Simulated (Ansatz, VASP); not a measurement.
**BaTe: VASP beside Ansatz**

```
Ba Te
1.0
     4.26247    0.00000    0.00000
     0.00000    4.26247    0.00000
     0.00000    0.00000    4.26247
Ba Te
1 1
Direct
  0.00000 0.88270 0.00000
  0.50000 0.50000 0.50000
```

Change from the starting cell: all Ba atoms moved -0.500 Å, as atom 1 along Cartesian [0 1 0].

Alike in both runs: task single point; functional PBE; k mesh 6 × 6 × 6; occupations gaussian, width 0.05 eV; no spin polarisation.

|  | VASP | Ansatz |
| --- | --- | --- |
| version | VASP 6.6.1 | Ansatz 0.2.0 |
| potentials or method | VASP PAW PBE potentials, release 64 (Ba_sv, Te), cutoff 520 eV | scalar-relativistic, plane waves, PAW |
| valence electrons in the cell | 16 | 26 |

Ansatz gave:

```
gap on the k mesh at the Fermi level (eV)                     : 0.99
least direct gap on the mesh (eV)                             : 1.27
pressure (GPa)                                                : 1.4
traceless stress, the component that is largest in VASP (GPa) : -0.35
rms of the force components (eV/Å)                            : 0.332
```

Task: Estimate VASP's values.

Result: gap on the k mesh at the Fermi level (eV): 0.93; least direct gap on the mesh (eV): 1.20; pressure (GPa): 1.9; traceless stress, the component that is largest in VASP (GPa): -0.43; rms of the force components (eV/Å): 0.357.

Atom by atom the forces differ by 0.025 eV/Å (rms over components). The functional is the same, so the differences come from potentials, cutoffs and numerics. VASP's potentials hold 16 valence electrons a cell and Ansatz's 26, so a difference there can come from the potentials and not from the codes.

Neither program's run includes spin-orbit coupling.
